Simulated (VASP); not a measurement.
**GaN: single point with r2SCAN**

GaN:

```
CELL_PARAMETERS angstrom
3.15099 0.00000 0.00000
-1.57550 2.72884 0.00000
0.00000 0.00000 5.13126
ATOMIC_POSITIONS crystal
Ga 0.33333 0.66667 0.99911
Ga 0.66667 0.33333 0.49911
N 0.33333 0.66667 0.37589
N 0.66667 0.33333 0.87589
```

This cell differs from its parent crystal: volume changed by -3%.

| Property | Result |
| --- | --- |
| Program | VASP 6.6.1 |
| Task | single point |
| Functional | r2SCAN |
| Potentials or basis | VASP PAW PBE potentials, release 64 (Ga_d, N) |
| Cutoff | 520 eV |
| k mesh | 9 × 9 × 4 |
| Occupations | gaussian, width 0.01 eV |
| Spin | no spin polarisation |

```
Pressure               : 7.6 GPa
Largest force          : 0.010 eV/Å
Band gap on the k mesh : 2.56 eV, direct
```

Forces in eV/Å, atoms in the order of the input:
```
Ga   0.000  0.000  0.010
Ga   0.000  0.000  0.010
N    0.000  0.000 -0.010
N    0.000  0.000 -0.010
```

Stress tensor (GPa, compression positive):
```
7.67 0.00 0.00
0.00 7.67 0.00
0.00 0.00 7.42
```

Levels at points of the mesh, in eV from the valence-band top:
```csv
k point,band 14,band 15,band 16,band 17,band 18,band 19,band 20,band 21,band 22,band 23
"(0.00, 0.00, 0.00)",-1.11,-1.11,-0.04,0.00,0.00,2.55,5.02,10.15,10.77,10.77
"(0.00, 0.00, 0.50)",-3.99,-0.57,-0.57,-0.57,-0.57,4.97,4.97,9.35,9.35,11.29
```

It took 6.2 min on 1 thread of AMD EPYC 7R13 (shared host), peak memory 0.16 GiB.

Caveat: the PAW data sets were made with another functional, which shifts forces and pressure a little.
